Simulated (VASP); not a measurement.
Set up this calculation in VASP 6.6.1, as the native input.

| Property | Result |
| --- | --- |
| Task | relaxation of cell and atoms |
| Functional | PBE |
| Potentials or basis | VASP PAW PBE potentials, release 64 (Y_sv, Hf_pv, F) |
| Cutoff | 600 eV |
| k mesh | 4 × 4 × 2 |
| Occupations | gaussian, width 0.1 eV |
| Spin | no spin polarisation |
| Dipole correction | no |
| Further INCAR settings | ALGO = Normal; EDIFF = 1e-06; IBRION = 2; EDIFFG = -0.04; NSW = 90; ISIF = 3 |

The structure of Y2HfF lies in POSCAR:

```
Y2HfF
1.0
    4.2865744200      0.0000000000      0.0000000000
    0.0000000000      4.2865744200      0.0000000000
    0.0000000000      0.0000000000      8.3380183300
Y Hf F
4 2 2
Direct
    0.0000000000      0.5000000000      0.6452779200
    0.5000000000      0.0000000000      0.3547220800
    0.5000000000      0.5000000000      0.0000000000
    0.0000000000      0.0000000000      0.0000000000
    0.5000000000      0.0000000000      0.7047187700
    0.0000000000      0.5000000000      0.2952812300
    0.0000000000      0.5000000000      0.9010653500
    0.5000000000      0.0000000000      0.0989346500
```

The cell was generated, and may not be a known phase.

The input as run:

INCAR

```
SYSTEM = Y2HfF
PREC = Accurate ; ENCUT = 600
EDIFF = 1E-6 ; ISMEAR = 0
SIGMA = 0.1 ; LREAL = .FALSE.
LASPH = .TRUE. ; NELM = 100
ALGO = Normal ; ISIF = 3
LWAVE = .FALSE. ; LCHARG = .FALSE.
GGA = PE ; IBRION = 2
NSW = 90 ; EDIFFG = -0.04
```

KPOINTS

```
regular mesh
0
G
  4 4 2
  0 0 0
```

Potentials or basis: VASP PAW PBE potentials, release 64 (Y_sv, Hf_pv, F).

The run is started by

```console
$ cat potpaw_PBE.64/Y_sv/POTCAR potpaw_PBE.64/Hf_pv/POTCAR potpaw_PBE.64/F/POTCAR > POTCAR
$ mpirun -np 1 vasp_std > vasp.out
```

It gave:

```
Relaxed volume                        : 24.11 Å³/atom
Relaxed cell                          : a = 4.719 Å, b = 4.719 Å, c = 8.661 Å, α = 90.00°, β = 90.00°, γ = 90.00°
Space group after relaxing (to 0.1 Å) : P4/nmm (No. 129)
Energy gained by relaxing             : 383.5 meV/atom
Ionic steps                           : 31
Pressure after relaxing               : 0.0 GPa
Largest force after relaxing          : 0.025 eV/Å
Band gap on the k mesh                : zero (bands 39 and 40 overlap by 0.55 eV)
```

Caveat: the k points lie up to 0.36 Å⁻¹ apart in the final cell, too coarse for converged energies and pressures of a metal; the volume moved by over 15 % at a fixed basis, so the end points are rough; spin-orbit coupling is left out, which moves the levels of the heavy elements.

It took 34 min on 1 thread of AMD EPYC 9R45 96-Core Processor (Zen 5) (shared host), peak memory 0.34 GiB.
